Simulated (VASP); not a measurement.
A run of VASP 6.6.1:

POSCAR

```
SnTe
1.0
    0.0000000000      3.5869093905      3.5869093905
    3.5869093905      0.0000000000      3.5869093905
    3.5869093905      3.5869093905      0.0000000000
Sn Te
1 1
Direct
    0.0000000000      0.0000000000      0.0000000000
    0.7500000000      0.7500000000      0.7500000000
```

INCAR.step1

```
SYSTEM = SnTe
ALGO = Normal
EDIFF = 1E-4
ENCUT = 520
GGA = PE
ISMEAR = 1
LASPH = .TRUE.
LCHARG = .FALSE.
LREAL = .FALSE.
LWAVE = .TRUE.
NBANDS = 17
NELM = 100
PREC = Accurate
SIGMA = 0.02
```

INCAR.step2

```
SYSTEM = SnTe
ALGO = Normal
EDIFF = 1E-6
ENCUT = 520
ISIF = 2
ISMEAR = 1
ISTART = 1
LASPH = .TRUE.
LCHARG = .TRUE.
LELF = .TRUE.
LMIXTAU = .TRUE.
LREAL = .FALSE.
LVHAR = .TRUE.
LWAVE = .FALSE.
METAGGA = R2SCAN
NBANDS = 17
NELM = 100
PREC = Accurate
SIGMA = 0.02
```

KPOINTS

```
k-points
0
G
  6 6 6
  0 0 0
```

Potentials or basis: VASP PAW PBE potentials, release 64 (Sn_d, Te).

Launch:

```bash
$ cat potpaw_PBE.64/Sn_d/POTCAR potpaw_PBE.64/Te/POTCAR > POTCAR
$ cp INCAR.step1 INCAR
$ mpirun -np 1 vasp_std > vasp.out
$ cp INCAR.step2 INCAR
$ mpirun -np 1 vasp_std > vasp.out
```

Hardware: 1 thread of Intel(R) Xeon(R) 6975P-C (Granite Rapids) (shared host).

Q: Estimate the wall time of this run.

A: Run time: 48 s on 1 thread of Intel(R) Xeon(R) 6975P-C (Granite Rapids) (shared host), peak memory 0.26 GiB. Counts: k points 16.
